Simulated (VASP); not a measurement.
The system is GaN.

```
Ga N
1.0
     3.21843    0.00000    0.00000
    -1.60921    2.78724    0.00000
     0.00000    0.00000    5.24303
Ga N
2 2
Direct
  0.33333 0.66667 0.99913
  0.66667 0.33333 0.49913
  0.33333 0.66667 0.37587
  0.66667 0.33333 0.87587
```

```yaml
Program: VASP 6.6.1
Task: relaxation of cell and atoms
Functional: PBEsol
Potentials_or_basis: VASP PAW PBE potentials, release 64 (Ga_d, N)
Cutoff: 600 eV
k_mesh: 12 × 12 × 6
Occupations: gaussian, width 0.02 eV
Spin: no spin polarisation
```

At the start: pressure -6.2 GPa; volume 11.76 Å³/atom.

Task: How do energy, volume and symmetry change on relaxing?

Result: Over 6 steps the energy falls by 8.2 meV/atom and the volume is 11.35 Å³/atom (-3.5 %); space group P6_3mc (No. 186, to 0.1 Å) before and after.

Step by step:
```
step  energy change (eV)  largest force (eV/Å)  pressure (GPa)  volume (Å³)
   1              0.0000                0.0007           -6.22        47.03
   2             -0.0059                0.0166            6.28        43.99
   3             -0.0328                0.0075           -0.04        45.40
   4             -0.0328                0.0078            0.11        45.37
   5             -0.0328                0.0015           -0.27        45.42
   6             -0.0328                0.0029            0.02        45.40
```

Final structure:
```yaml
crystal:
  lattice:
    - [3.18059, 0.00000, 0.00000]
    - [-1.59029, 2.75447, 0.00000]
    - [0.00000, 0.00000, 5.18180]
  atoms:
    - { symbol: Ga, position: [0.33333, 0.66667, 0.99917] }
    - { symbol: Ga, position: [0.66667, 0.33333, 0.49917] }
    - { symbol: N, position: [0.33333, 0.66667, 0.37583] }
    - { symbol: N, position: [0.66667, 0.33333, 0.87583] }
```

Caveat: the PAW data sets were made with another functional, which shifts forces and pressure a little.
